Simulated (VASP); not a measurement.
Wanted: the native input for a VASP 6.6.1 run.

```
Task                   : single point
Functional             : PBE
Dispersion             : D3(BJ)
Potentials or basis    : VASP PAW PBE potentials, release 64 (Cd, I)
Cutoff                 : 500 eV
k mesh                 : 9 × 9 × 6
Occupations            : gaussian, width 0.05 eV
Spin                   : no spin polarisation
Dipole correction      : no
Further INCAR settings : ALGO = Normal; EDIFF = 1e-06; NBANDS = 20
```

The structure of CdI2 lies in POSCAR:

```
CdI2
1.0
    4.3636109117      0.0000000000      0.0000000000
   -2.1818054558      3.7789979018      0.0000000000
    0.0000000000      0.0000000000      6.4881271817
Cd I
1 2
Direct
    0.0000000000      0.0000000000      0.0000000000
    0.3333333333      0.6666666667      0.2492000000
    0.6666666667      0.3333333333      0.7508000000
```

This cell differs from its parent crystal: ratio of the length along z to the lengths across it x 0.92, volume and fractional coordinates fixed.

One way to write it, as run:

INCAR

```
SYSTEM = CdI2
  PREC = Accurate
  ENCUT = 500
  EDIFF = 1E-6
  ISMEAR = 0
  SIGMA = 0.05
  LREAL = .False.
  LASPH = .True.
  NELM = 120
  ALGO = Normal
  ISIF = 2
  LWAVE = .False.
  LCHARG = .True.
  GGA = PE
  IVDW = 12
  LELF = .True.
  LVHAR = .True.
  NBANDS = 20
  GGA_COMPAT = .False.
```

KPOINTS

```
Automatic mesh
0
Gamma
  9 9 6
  0 0 0
```

Potentials or basis: VASP PAW PBE potentials, release 64 (Cd, I).

Launch:

```console
$ cat potpaw_PBE.64/Cd/POTCAR potpaw_PBE.64/I/POTCAR > POTCAR
$ mpirun -np 1 vasp_std > vasp.out
```

Results of the run:

- Pressure: 0.3 GPa
- Largest force: 0.283 eV/Å
- Band gap on the k mesh: 2.09 eV, direct
- Dispersion energy per atom: -0.331 eV

Caveat: spin-orbit coupling is left out, which moves the levels of the heavy elements.

It took 64 s on 1 thread of Intel(R) Xeon(R) Platinum 8488C (Sapphire Rapids), on a shared host, peak memory 0.29 GiB.
